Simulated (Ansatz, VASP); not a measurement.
Two plane-wave programs on SiO2

File INCAR:

```
SYSTEM = SiO2
  PREC = Accurate
  ENCUT = 520
  EDIFF = 1E-7
  ISMEAR = 0
  SIGMA = 0.02
  LREAL = .FALSE.
  LASPH = .TRUE.
  NELM = 80
  ALGO = Normal
  ISIF = 2
  LWAVE = .FALSE.
  LCHARG = .FALSE.
  IBRION = 2
  NSW = 60
  EDIFFG = -0.002
```

Contents of KPOINTS:

```
regular mesh
0
G
  6 6 8
  0 0 0
```

File POSCAR:

```
SiO2
1.0
    4.1847652139      0.0000000000      0.0000000000
    0.0000000000      4.1847652139      0.0000000000
    0.0000000000      0.0000000000      2.6684166030
Si O
2 4
Direct
    0.0000000000      0.0000000000      0.0000000000
    0.5000000000      0.5000000000      0.5000000000
    0.3061025529      0.3061025529      0.0000000000
    0.1938974471      0.8061025529      0.5000000000
    0.6938974471      0.6938974471      0.0000000000
    0.8061025529      0.1938974471      0.5000000000
```

Input for Ansatz:

```yaml
crystal:
  lattice:
    - [4.1847652139, 0.0, 0.0]
    - [0.0, 4.1847652139, 0.0]
    - [0.0, 0.0, 2.668416603]
  atoms:
    - { symbol: Si, position: [0.0, 0.0, 0.0] }
    - { symbol: Si, position: [0.5, 0.5, 0.5] }
    - { symbol: O, position: [0.3061025529, 0.3061025529, 0.0] }
    - { symbol: O, position: [0.1938974471, 0.8061025529, 0.5] }
    - { symbol: O, position: [0.6938974471, 0.6938974471, 0.0] }
    - { symbol: O, position: [0.8061025529, 0.1938974471, 0.5] }
basis:
  ecutwfc: 420
kpoints:
  mp_grid: { grid: [6, 6, 8] }
hamiltonian:
  xc: lda
  pseudopotentials: { kind: paw, azcp: { folder: soft_1 } }
scf:
  occupations: { method: gaussian, width: 0.02 }
output:
  forces: true
  stress: true
  eigenvalues: true
relax:
  adjacent_minimum: "off"
  f_tol: 0.002
  max_steps: 40
```

Change from the starting cell: strained cell.

Alike in both runs: task relaxation of the atoms; functional LDA; k mesh 6 × 6 × 8; occupations gaussian, width 0.02 eV; no spin polarisation.

```csv
,VASP,Ansatz
version,VASP 6.6.1,Ansatz 0.2.0
potentials or method,"VASP PAW LDA potentials, release 64 (Si, O), cutoff 520 eV","scalar-relativistic, plane waves, PAW"
valence electrons in the cell,32,32
```

```csv
,VASP,Ansatz,Ansatz less VASP
"gap on the k mesh at the Fermi level, each at its own relaxed structure (eV)",5.55,5.55,+0.006
```

Ansatz warns that its potentials were made for another functional, while VASP's fit it. LDA's correlation is that of Perdew and Zunger in VASP and of Perdew and Wang (1992) in Ansatz. Ansatz's warnings: stress scf threshold loose.

Noted on VASP's run: the relaxation stopped at its first step, so nothing moved.
